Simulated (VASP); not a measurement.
Set up this calculation in VASP 6.6.1, as the native input.

```yaml
Task: single point
Functional: PBE
Potentials_or_basis: VASP PAW PBE potentials, release 64 (Na_pv, Li_sv, S)
Cutoff: 520 eV
k_mesh: 6 × 6 × 4
Occupations: gaussian, width 0.02 eV
Spin: no spin polarisation
Dipole_correction: no
Further_INCAR_settings: ALGO = Normal; EDIFF = 1e-06; NBANDS = 23
```

The structure of NaLi3S2 lies in POSCAR:

```
NaLi3S2
1.0
    4.0790510471      0.0000000000      0.0000000000
   -2.0395255236      3.5325618301      0.0000000000
    0.0000000000      0.0000000000      6.7195471126
Na Li S
1 3 2
Direct
    0.0000000000      0.0000000000      0.0000000000
    0.0000000000      0.0000000000      0.5000000000
    0.6666666667      0.3333333333      0.6619739517
    0.3333333333      0.6666666667      0.3380260483
    0.6666666667      0.3333333333      0.2813353437
    0.3333333333      0.6666666667      0.7186646563
```

The cell was built from a structure type or drawn by symmetry, and may not be a known phase.

These files were run (other wordings do the same):

INCAR

```
SYSTEM = NaLi3S2
PREC = Accurate ; ENCUT = 520
EDIFF = 1E-6 ; ISMEAR = 0
SIGMA = 0.02 ; LREAL = .FALSE.
LASPH = .TRUE. ; NELM = 100
ALGO = Normal ; ISIF = 2
LWAVE = .FALSE. ; LCHARG = .FALSE.
GGA = PE ; NBANDS = 23
```

KPOINTS

```
regular mesh
0
G
  6 6 4
  0 0 0
```

Potentials or basis: VASP PAW PBE potentials, release 64 (Na_pv, Li_sv, S).

Run with:

```bash
$ cat potpaw_PBE.64/Na_pv/POTCAR potpaw_PBE.64/Li_sv/POTCAR potpaw_PBE.64/S/POTCAR > POTCAR
$ mpirun -np 1 vasp_std > vasp.out
```

It gave:

- Largest force: 0.010 eV/Å
- Band gap on the k mesh: 3.49 eV

Wall time 45 s on 1 thread of Intel(R) Xeon(R) Platinum 8488C (Sapphire Rapids), with other jobs on the host, peak memory 0.21 GiB.
